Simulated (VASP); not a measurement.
A run of VASP 6.6.1 is set up as follows.

The input INCAR:

```
SYSTEM = Be4Se3S
ALGO = Normal ; EDIFF = 1E-6
ENCUT = 500 ; GGA = PS
GGA_COMPAT = .False. ; ISIF = 2
ISMEAR = -1 ; ISYM = -1
LASPH = .True. ; LCHARG = .False.
LREAL = Auto ; LWAVE = .False.
NBANDS = 166 ; NELM = 120
PREC = Accurate ; SIGMA = 0.05
```

File KPOINTS:

```
explicit points
1
Reciprocal
  0.25000000   0.25000000   0.25000000 1
```

The input POSCAR:

```
Be4Se3S
1.0
   10.1105204456      0.0000000000      0.0000000000
    0.0000000000     10.1105204456      0.0000000000
    0.0000000000      0.0000000000     10.1105204456
Be Se S
32 24 8
Direct
    0.0001440000      0.9894340000      0.0007190000
    0.9995040000      0.0004970000      0.4999520000
    0.9994070000      0.5006450000      0.0105550000
    0.9950120000      0.5063850000      0.4942140000
    0.5003820000      0.0004860000      0.9911730000
    0.5011350000      0.9992670000      0.5003650000
    0.5009000000      0.5013610000      0.0008270000
    0.5056400000      0.4949960000      0.4948230000
    0.2556590000      0.2436540000      0.9957170000
    0.2489750000      0.2508150000      0.4995190000
    0.2390650000      0.7494470000      0.0008240000
    0.2507790000      0.7502010000      0.5005260000
    0.7565360000      0.2552440000      0.0060860000
    0.7447170000      0.2538160000      0.4953110000
    0.7501330000      0.7594830000      0.0007780000
    0.7567420000      0.7439370000      0.4941650000
    0.2500450000      0.0004320000      0.2490260000
    0.2498030000      0.9990520000      0.7614050000
    0.2442460000      0.5057710000      0.2433650000
    0.2501860000      0.5005660000      0.7497370000
    0.7561450000      0.9944410000      0.2431410000
    0.7454580000      0.9955430000      0.7546720000
    0.7554000000      0.4963360000      0.2539200000
    0.7510170000      0.5008890000      0.7511810000
    0.9957720000      0.2545800000      0.2436140000
    0.9990190000      0.2498160000      0.7503980000
    0.9940120000      0.7443270000      0.2440350000
    0.0056730000      0.7550740000      0.7561760000
    0.5065380000      0.2551210000      0.2540370000
    0.4951750000      0.2440090000      0.7554960000
    0.5004620000      0.7498330000      0.2482410000
    0.5059130000      0.7546330000      0.7552450000
    0.1240530000      0.1238810000      0.1225160000
    0.1266330000      0.1238870000      0.6282060000
    0.1240000000      0.6267620000      0.6254640000
    0.6272800000      0.1252340000      0.1240010000
    0.6246510000      0.1251510000      0.6268860000
    0.6296680000      0.6255480000      0.1261950000
    0.6271530000      0.6254690000      0.6240320000
    0.3755890000      0.3753240000      0.1252470000
    0.3769830000      0.3741450000      0.6254910000
    0.3741730000      0.8751450000      0.1212560000
    0.3757180000      0.8763660000      0.6295370000
    0.8743090000      0.3767140000      0.6226860000
    0.8755600000      0.8737960000      0.6267820000
    0.3770970000      0.1266530000      0.3749610000
    0.3755580000      0.6240040000      0.3735590000
    0.3742250000      0.6280550000      0.8769170000
    0.8742710000      0.1264810000      0.3721440000
    0.8755160000      0.1225870000      0.8782890000
    0.8768520000      0.6280250000      0.8794510000
    0.1227430000      0.3782180000      0.3721430000
    0.1253470000      0.3753170000      0.8783320000
    0.1227400000      0.8727050000      0.3724310000
    0.6260190000      0.3740350000      0.8769870000
    0.6287940000      0.8737580000      0.3734790000
    0.1209450000      0.6267340000      0.1251170000
    0.8758090000      0.3782700000      0.1279360000
    0.8768440000      0.8723300000      0.1236490000
    0.3756530000      0.1222510000      0.8759030000
    0.8755690000      0.6241010000      0.3707100000
    0.1252870000      0.8749700000      0.8788190000
    0.6287370000      0.3768250000      0.3736520000
    0.6258320000      0.8767610000      0.8771230000
```

Potentials or basis: VASP PAW PBE potentials, release 64 (Be, Se, S).

Run with:

```sh
$ cat potpaw_PBE.64/Be/POTCAR potpaw_PBE.64/Se/POTCAR potpaw_PBE.64/S/POTCAR > POTCAR
$ mpirun -np 1 vasp_std > vasp.out
```

Q: What does it give for the pressure?

A: 0.3 GPa.

Q: What does it give for the largest force?

A: 0.012 eV/Å.

Q: Estimate the band gap on the k mesh.

A: 3.24 eV.

Forces in eV/Å, atoms in the order of the input:
```
Be  -0.001 -0.006 -0.003
Be   0.000  0.001  0.002
Be   0.003 -0.001  0.003
Be  -0.006  0.002 -0.005
Be   0.001 -0.001 -0.004
Be  -0.002  0.000  0.003
Be   0.000 -0.001 -0.002
Be   0.008 -0.005 -0.002
Be   0.006 -0.005 -0.006
Be   0.002  0.001  0.000
Be  -0.008 -0.005 -0.001
Be   0.006 -0.003  0.002
Be   0.007  0.008  0.005
Be  -0.002  0.003 -0.005
Be   0.003  0.008 -0.002
Be   0.006 -0.002 -0.007
Be   0.001 -0.002  0.000
Be  -0.001  0.001  0.006
Be  -0.005  0.006 -0.007
Be   0.001 -0.001 -0.004
Be   0.004 -0.005 -0.006
Be  -0.004 -0.004  0.002
Be   0.000 -0.004 -0.002
Be  -0.001  0.001  0.001
Be  -0.001  0.006 -0.006
Be   0.000  0.001 -0.002
Be  -0.001  0.002  0.002
Be   0.009  0.006  0.005
Be   0.003  0.006  0.005
Be  -0.006 -0.008  0.007
Be  -0.001  0.002  0.001
Be   0.007  0.006  0.004
Se   0.000  0.001  0.004
Se   0.003 -0.005  0.001
Se  -0.001  0.000  0.001
Se  -0.007 -0.002  0.001
Se   0.002  0.000 -0.001
Se  -0.001 -0.004  0.003
Se  -0.008 -0.001  0.001
Se   0.002 -0.001  0.001
Se  -0.002  0.002  0.000
Se   0.001  0.003  0.003
Se  -0.002  0.002 -0.003
Se   0.003 -0.004 -0.002
Se  -0.001  0.004 -0.001
Se  -0.002 -0.001  0.000
Se   0.000 -0.001 -0.002
Se  -0.004  0.001  0.004
Se  -0.003 -0.001  0.004
Se   0.003 -0.005 -0.001
Se  -0.001  0.000  0.000
Se   0.000 -0.002  0.002
Se  -0.001  0.004  0.005
Se  -0.002 -0.003 -0.006
Se  -0.001 -0.001 -0.005
Se   0.000  0.002  0.001
S   -0.001  0.001 -0.001
S   -0.005  0.002  0.006
S    0.002 -0.005 -0.003
S   -0.002 -0.006 -0.004
S    0.002  0.003 -0.004
S   -0.005  0.001  0.007
S    0.002  0.004 -0.003
S    0.000  0.002  0.005
```

Caveat: the PAW data sets were made with another functional, which shifts forces and pressure a little; a shifted mesh leaves out Γ, where band edges can lie. A k mesh can miss the band edges.
